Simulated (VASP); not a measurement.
# MgS (P6_3mc) in VASP: settings compared

MgS is run at these levels: PBE, LDA; tasks: single point.

All numbers are computed with VASP 6.6.1; they aren't measurements. Logs are shortened: lines on timing, memory, paths and dates and some standing lists are left out, and cuts for length are marked.

## Step 1: The cell of the first run

Symmetry: P6_3mc, No. 186, hexagonal system. Conventional cell: a = 4.029 Å, b = 4.029 Å, c = 6.454 Å, α = 90.00°, β = 90.00°, γ = 120.00°. Within 3.2 Å of Mg (site symmetry 3m) lie 4 S at 2.45 to 2.46 Å. Within 3.2 Å of S (site symmetry 3m) lie 4 Mg at 2.45 to 2.46 Å.

## Step 2: Single point, PBE

File INCAR:

```
  PREC = Accurate
  ENCUT = 520
  EDIFF = 1E-6
  ISMEAR = 0
  SIGMA = 0.01
  LREAL = F
  LASPH = T
  NELM = 60
  ALGO = Normal
  ISIF = 2
  LWAVE = F
  LCHARG = F
  GGA = PE
  NBANDS = 16
```

File KPOINTS:

```
Automatic mesh
0
Gamma
  6 6 2
```

File POSCAR:

```
MgS
1.0
    4.0286647932      0.0000000000      0.0000000000
   -2.0143323966      3.4889260542      0.0000000000
    0.0000000000      0.0000000000      6.4542161851
Mg S
2 2
Direct
    0.6666666667      0.3333333333      0.4971196678
    0.3333333333      0.6666666667      0.9971196678
    0.3333333333      0.6666666667      0.3778793322
    0.6666666667      0.3333333333      0.8778793322
```

Potentials or basis: VASP PAW PBE potentials, release 64 (Mg, S).

Run with:

```sh
> cat potpaw_PBE.64/Mg/POTCAR potpaw_PBE.64/S/POTCAR > POTCAR
> mpirun -np 1 vasp_std > vasp.out
```

OUTCAR:

```text
PREC = Accurate
   ENCUT = 520
   EDIFF = 1E-6
   ISMEAR = 0
   LREAL = F
   LASPH = T
   NELM = 60
   ISIF = 2
   GGA = PE

 ion  position               nearest neighbor table
   1  0.667  0.333  0.497-   3 2.45   3 2.45   3 2.45   4 2.46
   2  0.333  0.667  0.997-   4 2.45   4 2.45   4 2.45   3 2.46
   3  0.333  0.667  0.378-   1 2.45   1 2.45   1 2.45   2 2.46
   4  0.667  0.333  0.878-   2 2.45   2 2.45   2 2.45   1 2.46

  LATTYP: Found a hexagonal cell.
 ALAT       =     4.0286647932
 C/A-ratio  =     1.6020732715

  Lattice vectors:

 A1 = (   4.0286647932,   0.0000000000,   0.0000000000)
 A2 = (  -2.0143323966,   3.4889260542,   0.0000000000)
 A3 = (   0.0000000000,   0.0000000000,   6.4542161851)

Analysis of symmetry for initial positions (statically):
=====================================================================
 Subroutine PRICEL returns:
 Original cell was already a primitive cell.

 Routine SETGRP: Setting up the symmetry group for a
 hexagonal supercell.

 Subroutine GETGRP returns: Found 12 space group operations
 (whereof  6 operations were pure point group operations)
 out of a pool of 24 trial point group operations.

The static configuration has the point symmetry C_3v.
 The point group associated with its full space group is C_6v.

Analysis of symmetry for dynamics (positions and initial velocities):
=====================================================================
 Subroutine PRICEL returns:
 Original cell was already a primitive cell.

 Routine SETGRP: Setting up the symmetry group for a
 hexagonal supercell.

 Subroutine GETGRP returns: Found 12 space group operations
 (whereof  6 operations were pure point group operations)
 out of a pool of 24 trial point group operations.

The dynamic configuration has the point symmetry C_3v.
 The point group associated with its full space group is C_6v.

 Subroutine INISYM returns: Found 12 space group operations
 (whereof  6 operations are pure point group operations),
 and found     1 'primitive' translations

----------------------------------------------------------------------------------------

[... 82 lines left out ...]
   LASPH  =      T    aspherical Exc in radial PAW
   ENCUT  =  520.0 eV  38.22 Ry    6.18 a.u.   7.49  7.49 12.00*2*pi/ulx,y,z
   NELM   =     60;   NELMIN=  2; NELMDL= -5     # of ELM steps
   EDIFF  = 0.1E-05   stopping-criterion for ELM
   LREAL  =      F    real-space projection
   EDIFFG = 0.1E-04   stopping-criterion for IOM
   NSW    =      0    number of steps for IOM
   IBRION =     -1    ionic relax: 0-MD 1-quasi-New 2-CG
   NFREE  =      0    steps in history (QN), initial steepest desc. (CG)
   ISIF   =      2    stress and relaxation
   ISYM   =      2    0-nonsym 1-usesym 2-fastsym
   POTIM  = 0.5000    time-step for ionic-motion
   TEBEG  =    0.0;   TEEND  =   0.0 temperature during run
   PSTRESS=    0.0 pullay stress
   NELECT =      16.0000    total number of electrons
   NUPDOWN=      -1.0000    fix difference up-down
   EMIN   =  10.00;   EMAX   =-10.00  energy-range for DOS
   EFERMI =   0.00;   METHOD = LEGACY
   ISMEAR =     0;   SIGMA  =   0.01  broadening in eV -4-tet -1-fermi 0-gaus
   EFERMI_NEDOS =   21; number of points for ismear=-14 and -15
   IALGO  =     38    algorithm
   IMIX   =      4    mixing-type and parameters
     AMIX     =   0.40;   BMIX     =  1.00
     AMIX_MAG =   1.60;   BMIX_MAG =  1.00
  volume/ion in A,a.u.               =      22.68       153.05
  Fermi-wavevector in a.u.,A,eV,Ry     =   0.918085  1.734928 11.468069  0.842879
  Thomas-Fermi vector in A             =   2.043126
   LORBIT       =      0    0 simple, 1 ext, 2 COOP (PROOUT), +10 PAW based schemes
   GGA     = PE    functional components
   LHFCALC =     F    Hartree Fock is set to
   AEXX    =    0.0000 exact exchange contribution
   IVDW    =     0    specifies the selected vdW correction
   LEPSILON=     F    determine dielectric tensor
   LRPA    =     F    only Hartree local field effects (RPA)
 non-spin polarized calculation
 Gauss-broadening in eV      SIGMA  =   0.01
  energy-cutoff  :      520.00
  volume of cell :       90.72
 maximum number of plane-waves:      2458
 NGX is ok and might be reduce to    30
   NGX = 15   NGY = 15   NGZ = 25

 number of electron      16.0000003 magnetization

 Free energy of the ion-electron system (eV)
  ---------------------------------------------------
  ext. energy  EPLUGINS =         0.00000000
  ---------------------------------------------------
  free energy    TOTEN  =       -16.97523804 eV

  energy without entropy =      -16.97523804  energy(sigma->0) =      -16.97523804

 E-fermi :   1.2271     XC(G=0):  -8.3812

 val. band max:        1.1605714405   @ k =   0.0000   0.0000   0.0000
 cond. band min:       4.6252756967   @ k =   0.0000   0.0000   0.0000
 fundamental gap:      3.4647042561
 Fermi energy:         1.2270596678

 k-point     1 :       0.0000    0.0000    0.0000
  band No.  band energies     occupation
      1     -10.2138      2.00000
      2      -9.4927      2.00000
      3      -2.0395      2.00000
      4       0.6373      2.00000
      5       0.6373      2.00000
      6       1.0479      2.00000
[... 243 lines left out ...]
      3      -1.5986      2.00000
      4      -1.5986      2.00000
      5      -0.7943      2.00000
      6      -0.7943      2.00000
[... 8 lines left out ...]
     15      10.5022      0.00000
     16      10.5022      0.00000

------------------------ aborting loop because EDIFF is reached ----------------------------------------

  FORCE on cell =-STRESS in cart. coord.  units (eV):
  Direction    XX          YY          ZZ          XY          YZ          ZX
  --------------------------------------------------------------------------------------
  -------------------------------------------------------------------------------------
  Total        0.5239214      0.5239214      0.4946054      0.0000000      0.0000000      0.0000000
  in kB        9.2529514      9.2529514      8.7352027      0.0000000      0.0000000      0.0000000
  external PRESSURE =       9.0803685 kB  Pullay stress =       0.0000000 kB

 VOLUME and BASIS-vectors are now :
 -----------------------------------------------------------------------------
  energy-cutoff  :      520.00
  volume of cell :       90.72
      direct lattice vectors                 reciprocal lattice vectors
     4.028664793  0.000000000  0.000000000     0.248221198  0.143310575  0.000000000
    -2.014332397  3.488926054  0.000000000     0.000000000  0.286621151  0.000000000
     0.000000000  0.000000000  6.454216185     0.000000000  0.000000000  0.154937481

 POSITION                                       TOTAL-FORCE (eV/Angst)
 -----------------------------------------------------------------------------------
      2.01433      1.16298      3.20852        -0.000000      0.000000     -0.002704
     -0.00000      2.32595      6.43563         0.000000     -0.000000     -0.002704
     -0.00000      2.32595      2.43891         0.000000     -0.000000      0.002704
      2.01433      1.16298      5.66602        -0.000000      0.000000      0.002704
 -----------------------------------------------------------------------------------
    total drift:                               -0.000000      0.000000      0.000504

  FREE ENERGIE OF THE ION-ELECTRON SYSTEM (eV)
  ---------------------------------------------------
  free  energy   TOTEN  =       -16.9752380405 eV

  energy  without entropy=      -16.9752380405  energy(sigma->0) =      -16.97523804
```

OSZICAR:

```text
N       E                     dE             d eps       ncg     rms          rms(c)
DAV:   1     0.645285274207E+02    0.64529E+02   -0.59064E+03   448   0.807E+02
DAV:   2    -0.119377275284E+02   -0.76466E+02   -0.69870E+02   680   0.137E+02
DAV:   3    -0.179166498302E+02   -0.59789E+01   -0.59519E+01   584   0.407E+01
DAV:   4    -0.179911081634E+02   -0.74458E-01   -0.74445E-01   568   0.568E+00
DAV:   5    -0.179924397935E+02   -0.13316E-02   -0.13316E-02   576   0.763E-01    0.573E+00
DAV:   6    -0.170250246615E+02    0.96742E+00   -0.15086E+00   488   0.564E+00    0.442E+00
DAV:   7    -0.169585200032E+02    0.66505E-01   -0.38294E-01   552   0.288E+00    0.332E+00
DAV:   8    -0.169771079914E+02   -0.18588E-01   -0.40483E-02   480   0.138E+00    0.221E+00
DAV:   9    -0.169746844213E+02    0.24236E-02   -0.45632E-03   496   0.469E-01    0.480E-01
DAV:  10    -0.169751656789E+02   -0.48126E-03   -0.17763E-03   576   0.192E-01    0.110E-01
DAV:  11    -0.169752280092E+02   -0.62330E-04   -0.17825E-04   504   0.727E-02    0.524E-02
DAV:  12    -0.169752370469E+02   -0.90377E-05   -0.22018E-05   536   0.243E-02    0.388E-03
DAV:  13    -0.169752381183E+02   -0.10715E-05   -0.12117E-06   504   0.571E-03    0.138E-03
DAV:  14    -0.169752380405E+02    0.77843E-07   -0.87324E-08   336   0.165E-03
   1 F= -.16975238E+02 E0= -.16975238E+02  d E =-.495797E-23
```

stdout:

```text
POSCAR found type information on POSCAR MgS
 POSCAR found :  2 types and       4 ions
 scaLAPACK will be used
 LDA part: xc-table for (Slater+PW92), standard interpolation
 POSCAR, INCAR and KPOINTS ok, starting setup
 FFT: planning ... GRIDC
 FFT: planning ... GRID_SOFT
 FFT: planning ... GRID
 WAVECAR not read
 entering main loop
```

Run time: 21 s. Hardware: 1 thread of Intel Xeon Platinum 8259CL at 2.50GHz (Skylake/Cascade Lake), shared host; peak memory 0.2 GiB.

What came out:

```
Free energy            : -16.9752 eV
Pressure               : 0.9 GPa
Band gap on the k mesh : 3.46 eV, direct
```

Forces on the atoms (eV/Å):
```
Mg   0.000  0.000 -0.003
Mg   0.000  0.000 -0.003
S    0.000  0.000  0.003
S    0.000  0.000  0.003
```

Caveat: the k points lie up to 0.49 Å⁻¹ apart.

## Step 3: Single point, LDA

This run uses another cell than the first one, of 21.86 Å³/atom, 0.964 times its volume.

File INCAR:

```
SYSTEM = MgS
PREC = Accurate ; ENCUT = 520
EDIFF = 1E-7 ; ISMEAR = -1
SIGMA = 0.02 ; LREAL = .FALSE.
LASPH = .TRUE. ; NELM = 80
ALGO = Normal ; ISIF = 2
LWAVE = .FALSE. ; LCHARG = .TRUE.
LELF = .TRUE. ; LVHAR = .TRUE.
NBANDS = 16
```

File KPOINTS:

```
Automatic mesh
0
G
  6 6 4
  0 0 0
```

File POSCAR:

```
MgS
1.0
    3.9849629182      0.0000000000      0.0000000000
   -1.9924814591      3.4510791202      0.0000000000
    0.0000000000      0.0000000000      6.3592830472
Mg S
2 2
Direct
    0.6666666667      0.3333333333      0.4965721430
    0.3333333333      0.6666666667      0.9965721430
    0.3333333333      0.6666666667      0.3784268570
    0.6666666667      0.3333333333      0.8784268570
```

Potentials or basis: VASP PAW LDA potentials, release 64 (Mg, S).

Run with:

```sh
> cat potpaw_LDA.64/Mg/POTCAR potpaw_LDA.64/S/POTCAR > POTCAR
> mpirun -np 1 vasp_std > vasp.out
```

OUTCAR:

```text
SYSTEM = MgS
   PREC = Accurate
   ENCUT = 520
   EDIFF = 1E-7
   ISMEAR = -1
   LREAL = .FALSE.
   LASPH = .TRUE.
   NELM = 80
   ISIF = 2

 ion  position               nearest neighbor table
   1  0.667  0.333  0.497-   3 2.42   3 2.42   3 2.42   4 2.43
   2  0.333  0.667  0.997-   4 2.42   4 2.42   4 2.42   3 2.43
   3  0.333  0.667  0.378-   1 2.42   1 2.42   1 2.42   2 2.43
   4  0.667  0.333  0.878-   2 2.42   2 2.42   2 2.42   1 2.43

  LATTYP: Found a hexagonal cell.
 ALAT       =     3.9849629182
 C/A-ratio  =     1.5958198803

  Lattice vectors:

 A1 = (   3.9849629182,   0.0000000000,   0.0000000000)
 A2 = (  -1.9924814591,   3.4510791202,   0.0000000000)
 A3 = (   0.0000000000,   0.0000000000,   6.3592830472)

Analysis of symmetry for initial positions (statically):
=====================================================================
 Subroutine PRICEL returns:
 Original cell was already a primitive cell.

 Routine SETGRP: Setting up the symmetry group for a
 hexagonal supercell.

 Subroutine GETGRP returns: Found 12 space group operations
 (whereof  6 operations were pure point group operations)
[... 170 lines left out ...]
 fundamental gap:      3.3573924048
 Fermi energy:         1.6800365369

 k-point     1 :       0.0000    0.0000    0.0000
  band No.  band energies     occupation
      1     -10.2440      2.00000
      2      -9.4335      2.00000
      3      -2.1782      2.00000
      4       0.6643      2.00000
      5       0.6643      2.00000
      6       1.1067      2.00000
[... 376 lines left out ...]
      3      -1.7060      2.00000
      4      -1.7060      2.00000
      5      -0.8865      2.00000
      6      -0.8865      2.00000
[... 8 lines left out ...]
     15      10.4573      0.00000
     16      10.4573      0.00000

------------------------ aborting loop because EDIFF is reached ----------------------------------------

  FORCE on cell =-STRESS in cart. coord.  units (eV):
  Direction    XX          YY          ZZ          XY          YZ          ZX
  --------------------------------------------------------------------------------------
  -------------------------------------------------------------------------------------
  Total       -0.1744502     -0.1744502     -0.1633322      0.0000000      0.0000000      0.0000000
  in kB       -3.1959113     -3.1959113     -2.9922309      0.0000000      0.0000000      0.0000000
  external PRESSURE =      -3.1280178 kB  Pullay stress =       0.0000000 kB

 VOLUME and BASIS-vectors are now :
 -----------------------------------------------------------------------------
  energy-cutoff  :      520.00
  volume of cell :       87.46
      direct lattice vectors                 reciprocal lattice vectors
     3.984962918  0.000000000  0.000000000     0.250943364  0.144882219  0.000000000
    -1.992481459  3.451079120  0.000000000     0.000000000  0.289764437  0.000000000
     0.000000000  0.000000000  6.359283047     0.000000000  0.000000000  0.157250431

 POSITION                                       TOTAL-FORCE (eV/Angst)
 -----------------------------------------------------------------------------------
      1.99248      1.15036      3.15784        -0.000000      0.000000      0.002306
     -0.00000      2.30072      6.33748        -0.000000      0.000000      0.002306
     -0.00000      2.30072      2.40652         0.000000      0.000000     -0.002306
      1.99248      1.15036      5.58617        -0.000000     -0.000000     -0.002306
 -----------------------------------------------------------------------------------
    total drift:                               -0.000000      0.000000      0.000300

  FREE ENERGIE OF THE ION-ELECTRON SYSTEM (eV)
  ---------------------------------------------------
  free  energy   TOTEN  =       -18.8223953270 eV

  energy  without entropy=      -18.8223953270  energy(sigma->0) =      -18.82239533
```

It took 25 s on 1 thread of Intel Xeon Platinum 8259CL at 2.50GHz (Skylake/Cascade Lake), shared host; peak memory 0.17 GiB.

What came out:

- Free energy: -18.8224 eV
- Pressure: -0.3 GPa
- Band gap on the k mesh: 3.36 eV, direct

Forces on the atoms (eV/Å):
```
Mg   0.000  0.000  0.002
Mg   0.000  0.000  0.002
S    0.000  0.000 -0.002
S    0.000  0.000 -0.002
```

LDA gaps usually lie below the measured ones, often by a third to a half.
